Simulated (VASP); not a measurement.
# TaSi2 (C2) in VASP: notebook, part 3 of 3

VASP 6.6.1. The steps go on from the part before.

### 4 Single point, PBEsol (atom 4 (Si) moved -0.100 Å towards its neighbour atom 1 (Ta) at 2.810 Å)

File INCAR:

```
SYSTEM = TaSi2
ALGO = Normal ; EDIFF = 1E-6
ENCUT = 520 ; GGA = PS
ISIF = 2 ; ISMEAR = 0
LASPH = .True. ; LCHARG = .False.
LREAL = .False. ; LWAVE = .False.
NBANDS = 38 ; NELM = 80
PREC = Accurate ; SIGMA = 0.15
```

File KPOINTS:

```
k-points
0
Gamma
  12 12 6
  0 0 0
```

File POSCAR:

```
TaSi2
1.0
    4.7608595394      0.0000000000      0.0000000000
   -2.3804297697      4.1230253050      0.0000000000
    0.0000000000      0.0000000000      6.5557841079
Ta Si
3 6
Direct
    0.5000000000      0.0000000000      0.5000000000
    0.5000000000      0.5000000000      0.8333333333
    0.0000000000      0.5000000000      0.1666666667
    0.1471405249      0.2942810499      0.5000000000
    0.8407324576      0.1592675424      0.8333333333
    0.6814649151      0.8407324576      0.1666666667
    0.8407324576      0.6814649151      0.5000000000
    0.1592675424      0.8407324576      0.8333333333
    0.3185350849      0.1592675424      0.1666666667
```

Potentials or basis: VASP PAW PBE potentials, release 64 (Ta_pv, Si).

Started as:

```bash
> cat potpaw_PBE.64/Ta_pv/POTCAR potpaw_PBE.64/Si/POTCAR > POTCAR
> mpirun -np 1 vasp_std > vasp.out
```

OUTCAR:

```text
SYSTEM = TaSi2
   EDIFF = 1E-6
   ENCUT = 520
   GGA = PS
   ISIF = 2
   ISMEAR = 0
   LASPH = .True.
   LREAL = .False.
   NELM = 80
   PREC = Accurate

 ion  position               nearest neighbor table
   1  0.500  0.000  0.500-   6 2.60   9 2.60   8 2.60   5 2.60   4 2.67   4 2.67   7 2.72   7 2.72
                             7 2.81   4 2.91   2 3.23   2 3.23   3 3.23   3 3.23
   2  0.500  0.500  0.833-   7 2.60   6 2.60   9 2.60   4 2.63   8 2.72   5 2.72   8 2.72   5 2.72
                             8 2.81   5 2.81   1 3.23   1 3.23   3 3.23   3 3.23
   3  0.000  0.500  0.167-   7 2.60   5 2.60   8 2.60   4 2.63   9 2.72   6 2.72   9 2.72   6 2.72
                             6 2.81   9 2.81   1 3.23   1 3.23   2 3.23   2 3.23
   4  0.147  0.294  0.500-   5 2.53   9 2.53   7 2.53   3 2.63   2 2.63   1 2.67   1 2.67   7 2.87
                             7 2.87   1 2.91   8 3.09   6 3.09
   5  0.841  0.159  0.833-   4 2.53   6 2.55   1 2.60   3 2.60   8 2.63   2 2.72   2 2.72   2 2.81
                             8 2.81   8 2.81
   6  0.681  0.841  0.167-   7 2.55   5 2.55   1 2.60   2 2.60   9 2.63   3 2.72   3 2.72   3 2.81
                             9 2.81   9 2.81   4 3.09
   7  0.841  0.681  0.500-   4 2.53   8 2.55   6 2.55   3 2.60   2 2.60   1 2.72   1 2.72   1 2.81
                             4 2.87   4 2.87
   8  0.159  0.841  0.833-   7 2.55   9 2.55   1 2.60   3 2.60   5 2.63   2 2.72   2 2.72   2 2.81
                             5 2.81   5 2.81   4 3.09
   9  0.319  0.159  0.167-   4 2.53   8 2.55   1 2.60   2 2.60   6 2.63   3 2.72   3 2.72   3 2.81
                             6 2.81   6 2.81

  LATTYP: Found a hexagonal cell.
 ALAT       =     4.7608595394
 C/A-ratio  =     1.3770169134

  Lattice vectors:

 A1 = (   4.7608595394,   0.0000000000,   0.0000000000)
 A2 = (  -2.3804297697,   4.1230253050,   0.0000000000)
 A3 = (   0.0000000000,   0.0000000000,   6.5557841079)

Analysis of symmetry for initial positions (statically):
=====================================================================
 Subroutine PRICEL returns:
[... 160 lines left out ...]
  Thomas-Fermi vector in A             =   2.382042
   LORBIT       =      0    0 simple, 1 ext, 2 COOP (PROOUT), +10 PAW based schemes
   GGA     = PS    functional components
   LHFCALC =     F    Hartree Fock is set to
   AEXX    =    0.0000 exact exchange contribution
   IVDW    =     0    specifies the selected vdW correction
   LEPSILON=     F    determine dielectric tensor
   LRPA    =     F    only Hartree local field effects (RPA)
 non-spin polarized calculation
 Gauss-broadening in eV      SIGMA  =   0.15
  energy-cutoff  :      520.00
  volume of cell :      128.68
 maximum number of plane-waves:      3501
   NGX = 17   NGY = 17   NGZ = 25

 number of electron      57.0000000 magnetization

 Free energy of the ion-electron system (eV)
  ---------------------------------------------------
  ext. energy  EPLUGINS =         0.00000000
  ---------------------------------------------------
  free energy    TOTEN  =       -77.32229428 eV

  energy without entropy =      -77.28491987  energy(sigma->0) =      -77.30360708

 E-fermi :   9.3931     XC(G=0): -12.2034

 val. band max:        9.3914527237   @ k =   0.3333   0.0833   0.5000
 cond. band min:       9.3948553422   @ k =  -0.0833   0.4167   0.3333
 fundamental gap:      0.0034026185
 Fermi energy:         9.3931105761

 k-point     1 :       0.0000    0.0000    0.0000
  band No.  band energies     occupation
      1     -24.9001      2.00000
      2     -24.8896      2.00000
      3     -24.8811      2.00000
      4     -24.8372      2.00000
      5     -24.8190      2.00000
      6     -24.7266      2.00000
[... 973 lines left out ...]
     37      13.3947      0.00000
     38      13.6108      0.00000

 [... further k-points ...]
[... 5 lines left out ...]
  --------------------------------------------------------------------------------------
  -------------------------------------------------------------------------------------
  Total        0.3682720      0.7108642      0.0554041      0.0000000      0.0000000     -0.2839101
  in kB        4.5851465      8.8505693      0.6898053      0.0000000      0.0000000     -3.5348047
  external PRESSURE =       4.7085071 kB  Pullay stress =       0.0000000 kB

 VOLUME and BASIS-vectors are now :
 -----------------------------------------------------------------------------
  energy-cutoff  :      520.00
  volume of cell :      128.68
      direct lattice vectors                 reciprocal lattice vectors
     4.760859539  0.000000000  0.000000000     0.210046104  0.121270175  0.000000000
    -2.380429770  4.123025305  0.000000000     0.000000000  0.242540350  0.000000000
     0.000000000  0.000000000  6.555784108     0.000000000  0.000000000  0.152537055

 POSITION                                       TOTAL-FORCE (eV/Angst)
 -----------------------------------------------------------------------------------
      2.38043      0.00000      3.27789         0.000000     -0.284005     -0.000000
      1.19021      2.06151      5.46315        -0.053539     -0.081954     -0.122365
     -1.19021      2.06151      1.09263         0.053539     -0.081954      0.122365
     -0.00000      1.21333      3.27789        -0.000000      0.859308     -0.000000
      3.62348      0.65666      5.46315        -0.067422      0.037532      0.087398
      1.24305      3.46636      1.09263        -0.053569     -0.076463     -0.027515
      2.38043      2.80970      3.27789         0.000000     -0.333531     -0.000000
     -1.24305      3.46636      5.46315         0.053569     -0.076463      0.027515
      1.13738      0.65666      1.09263         0.067422      0.037532     -0.087398
 -----------------------------------------------------------------------------------
    total drift:                                0.000000      0.000121     -0.000000

  FREE ENERGIE OF THE ION-ELECTRON SYSTEM (eV)
  ---------------------------------------------------
  free  energy   TOTEN  =       -77.3222942803 eV

  energy  without entropy=      -77.2849198720  energy(sigma->0) =      -77.30360708
```

stdout:

```text
POSCAR found type information on POSCAR TaSi
 POSCAR found :  2 types and       9 ions
 scaLAPACK will be used
 -----------------------------------------------------------------------------
|                                                                             |
|                                                                             |
|     You enforced a specific xc type in the INCAR file but a different       |
|     I HOPE YOU KNOW WHAT YOU ARE DOING!                                     |
|                                                                             |
 -----------------------------------------------------------------------------

 LDA part: xc-table for (Slater+PW92), standard interpolation
 POSCAR, INCAR and KPOINTS ok, starting setup
 FFT: planning ... GRIDC
 FFT: planning ... GRID_SOFT
 FFT: planning ... GRID
 WAVECAR not read
 entering main loop
```

It took 14 min on 1 thread of Intel Xeon 6975P-C, shared host; peak memory 0.91 GiB.

Results:

```yaml
Free_energy: -77.3223 eV
Pressure: 0.5 GPa
Largest_force: 0.859 eV/Å
```

Forces in eV/Å, atoms in the order of the input:
```
Ta   0.000 -0.284  0.000
Ta  -0.054 -0.082 -0.122
Ta   0.054 -0.082  0.122
Si   0.000  0.859  0.000
Si  -0.067  0.038  0.087
Si  -0.054 -0.076 -0.028
Si   0.000 -0.334  0.000
Si   0.054 -0.076  0.028
Si   0.067  0.038 -0.087
```

Levels at points of the mesh, in eV from the Fermi level:
```csv
k point,band 26,band 27,band 28,band 29,band 30,band 31,band 32,band 33
"(0.00, 0.00, 0.00)",-2.42,-2.16,-2.13,-1.39,0.74,2.92,2.95,3.52
"(0.50, 0.00, 0.00)",-1.10,-0.76,-0.18,-0.08,0.89,1.21,1.59,1.96
"(0.00, 0.50, 0.00)",-1.10,-0.75,-0.09,-0.03,0.87,1.24,1.59,1.93
"(0.00, 0.00, 0.50)",-2.08,-1.76,-1.64,1.13,1.15,2.59,2.69,3.49
"(0.50, 0.00, 0.50)",-2.03,-1.90,-0.69,-0.27,1.59,2.01,2.50,2.55
"(0.00, 0.50, 0.50)",-1.97,-1.78,-0.68,-0.27,1.53,1.97,2.60,2.60
```

Caveat: the cell differs from its parent crystal (atom 4 (Si) moved -0.100 Å towards its neighbour atom 1 (Ta) at 2.810 Å); the PAW data sets were made with another functional, which shifts forces and pressure a little; spin-orbit coupling is left out, which moves the levels of the heavy elements.

### 5 Single point, PBEsol (atom 4 (Si) moved -0.020 Å towards its neighbour atom 1 (Ta) at 2.810 Å)

File INCAR:

```
  PREC = Accurate
  ENCUT = 520
  EDIFF = 1E-6
  ISMEAR = 0
  SIGMA = 0.15
  LREAL = False
  LASPH = True
  NELM = 100
  ALGO = Normal
  ISIF = 2
  LWAVE = False
  LCHARG = False
  GGA = PS
  NBANDS = 38
```

File KPOINTS:

```
Automatic mesh
0
Gamma
  12 12 6
```

Edit POSCAR of step 4 so:

```diff
@@ -11,3 +11,3 @@
     0.0000000000      0.5000000000      0.1666666667
-    0.1471405249      0.2942810499      0.5000000000
+    0.1568421389      0.3136842779      0.5000000000
     0.8407324576      0.1592675424      0.8333333333
```

Started as:

```bash
> cat potpaw_PBE.64/Ta_pv/POTCAR potpaw_PBE.64/Si/POTCAR > POTCAR
> mpirun -np 1 vasp_std > vasp.out
```

Run time: 36 min. Hardware: 1 thread of AMD EPYC 7R13, shared host; peak memory 0.87 GiB.

Results (log left out):

```yaml
Free_energy: -77.3633 eV
Pressure: 0.3 GPa
Largest_force: 0.172 eV/Å
```

Forces on the atoms (eV/Å):
```
Ta   0.000 -0.064  0.000
Ta  -0.011 -0.015 -0.025
Ta   0.011 -0.015  0.025
Si   0.000  0.172  0.000
Si  -0.017  0.009  0.017
Si  -0.014 -0.017 -0.005
Si   0.000 -0.061  0.000
Si   0.014 -0.017  0.005
Si   0.017  0.009 -0.017
```

Stress tensor (GPa, compression positive):
```
 0.31  0.00 -0.07
 0.00  0.36  0.00
-0.07  0.00  0.38
```

Levels at points of the mesh, in eV from the Fermi level:
| k point | band 27 | band 28 | band 29 | band 30 | band 31 | band 32 |
| --- | --- | --- | --- | --- | --- | --- |
| (0.00, 0.00, 0.00) | -2.21 | -2.20 | -1.46 | 0.71 | 3.00 | 3.00 |
| (0.50, 0.00, 0.00) | -0.78 | -0.12 | -0.04 | 0.87 | 1.22 | 1.61 |
| (0.00, 0.50, 0.00) | -0.77 | -0.11 | -0.03 | 0.86 | 1.23 | 1.61 |
| (0.00, 0.00, 0.50) | -1.77 | -1.75 | 1.12 | 1.12 | 2.67 | 2.69 |
| (0.50, 0.00, 0.50) | -1.86 | -0.70 | -0.25 | 1.57 | 1.99 | 2.56 |
| (0.00, 0.50, 0.50) | -1.83 | -0.70 | -0.25 | 1.56 | 1.99 | 2.57 |

Caveat: the cell differs from its parent crystal (atom 4 (Si) moved -0.020 Å towards its neighbour atom 1 (Ta) at 2.810 Å); the PAW data sets were made with another functional, which shifts forces and pressure a little; spin-orbit coupling is left out, which moves the levels of the heavy elements.

### 6 Single point, PBEsol (atom 4 (Si) moved +0.100 Å towards its neighbour atom 1 (Ta) at 2.810 Å)

File INCAR:

```
PREC = Accurate ; ENCUT = 520
EDIFF = 1E-7 ; ISMEAR = 0
SIGMA = 0.15 ; LREAL = False
LASPH = True ; NELM = 60
ALGO = Normal ; ISIF = 2
LWAVE = False ; LCHARG = False
GGA = PS ; NBANDS = 38
```

File KPOINTS:

```
regular mesh
0
Gamma
  12 12 6
```

Edit POSCAR of step 5 so:

```diff
@@ -11,3 +11,3 @@
     0.0000000000      0.5000000000      0.1666666667
-    0.1568421389      0.3136842779      0.5000000000
+    0.1713945599      0.3427891199      0.5000000000
     0.8407324576      0.1592675424      0.8333333333
```

Potentials or basis: VASP PAW PBE potentials, release 64 (Ta_pv, Si).

Started as:

```bash
> cat potpaw_PBE.64/Ta_pv/POTCAR potpaw_PBE.64/Si/POTCAR > POTCAR
> mpirun -np 1 vasp_std > vasp.out
```

It took 12 min on 1 thread of AMD EPYC 9R45 (Zen 5), shared host; peak memory 0.87 GiB.

Results (log left out):

| Item | Value |
| --- | --- |
| Free energy | -77.3244 eV |
| Pressure | 0.5 GPa |
| Largest force | 0.818 eV/Å |

Forces on the atoms (eV/Å):
```
Ta   0.000  0.382  0.000
Ta   0.056  0.064  0.129
Ta  -0.056  0.064 -0.129
Si   0.000 -0.818  0.000
Si   0.053 -0.022 -0.084
Si   0.039  0.068  0.018
Si   0.000  0.217  0.000
Si  -0.039  0.068 -0.018
Si  -0.053 -0.022  0.084
```

Stress tensor (GPa, compression positive):
```
0.28 0.00 0.34
0.00 0.24 0.00
0.34 0.00 0.96
```

Levels at points of the mesh, in eV from the Fermi level:
```tsv
k point	band 26	band 27	band 28	band 29	band 30	band 31	band 32	band 33
(0.00, 0.00, 0.00)	-2.33	-2.28	-2.26	-1.55	0.65	3.05	3.07	3.51
(0.50, 0.00, 0.00)	-1.13	-0.77	-0.10	0.08	0.83	1.24	1.65	1.97
(0.00, 0.50, 0.00)	-1.10	-0.80	-0.13	-0.02	0.85	1.19	1.65	2.01
(0.00, 0.00, 0.50)	-1.90	-1.90	-1.76	1.08	1.10	2.69	2.79	3.33
(0.50, 0.00, 0.50)	-2.02	-1.77	-0.72	-0.21	1.53	1.97	2.56	2.59
(0.00, 0.50, 0.50)	-2.06	-1.89	-0.73	-0.21	1.60	1.98	2.54	2.54
```

Caveat: the cell differs from its parent crystal (atom 4 (Si) moved +0.100 Å towards its neighbour atom 1 (Ta) at 2.810 Å); the PAW data sets were made with another functional, which shifts forces and pressure a little; spin-orbit coupling is left out, which moves the levels of the heavy elements.
